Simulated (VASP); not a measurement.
Set up this calculation in VASP 6.6.1, as the native input.

| Quantity | Value |
| --- | --- |
| Task | relaxation of the atoms |
| Functional | PBE |
| Potentials or basis | VASP PAW PBE potentials, release 64 (Si, N) |
| Cutoff | 520 eV |
| k mesh | 6 × 6 × 6 |
| Occupations | gaussian, width 0.02 eV |
| Spin | no spin polarisation |
| Dipole correction | no |
| Further INCAR settings | ALGO = Normal; EDIFF = 1e-07; IBRION = 2; EDIFFG = -0.01; NSW = 50 |

The structure of Si3N4 lies in POSCAR:

```
Si3N4
1.0
    0.0000000000      3.8151143077      3.8151143077
    3.8151143077      0.0000000000      3.8151143077
    3.8151143077      3.8151143077      0.0000000000
Si N
6 8
Direct
    0.1250000000      0.1250000000      0.6250000000
    0.1250000000      0.6250000000      0.1250000000
    0.6250000000      0.1250000000      0.1250000000
    0.1250000000      0.1250000000      0.1250000000
    0.7500000000      0.7500000000      0.7500000000
    0.5000000000      0.5000000000      0.5000000000
    0.3677104255      0.3677104255      0.3677104255
    0.3531312764      0.8822895745      0.8822895745
    0.8822895745      0.8822895745      0.3531312764
    0.8822895745      0.3531312764      0.8822895745
    0.3677104255      0.3677104255      0.8968687236
    0.3677104255      0.8968687236      0.3677104255
    0.8822895745      0.8822895745      0.8822895745
    0.8968687236      0.3677104255      0.3677104255
```

One way to write it, as run:

INCAR

```
ALGO = Normal ; EDIFF = 1E-7
EDIFFG = -0.01 ; ENCUT = 520
GGA = PE ; IBRION = 2
ISIF = 2 ; ISMEAR = 0
LASPH = True ; LCHARG = False
LREAL = False ; LWAVE = False
NELM = 80 ; NSW = 50
PREC = Accurate ; SIGMA = 0.02
```

KPOINTS

```
k-points
0
Gamma
  6 6 6
```

Potentials or basis: VASP PAW PBE potentials, release 64 (Si, N).

Command:

```bash
$ cat potpaw_PBE.64/Si/POTCAR potpaw_PBE.64/N/POTCAR > POTCAR
$ mpirun -np 1 vasp_std > vasp.out
```

Results of the run:

```
Energy gained by relaxing : 0.1 meV/atom
Ionic steps               : 3
Pressure after relaxing   : 20.4 GPa
Band gap on the k mesh    : 3.58 eV (least direct gap 3.60 eV)
```

Wall time 4.3 min on 1 thread of AMD EPYC 7R43 64-Core Processor (Zen 3) (shared host), peak memory 0.2 GiB.
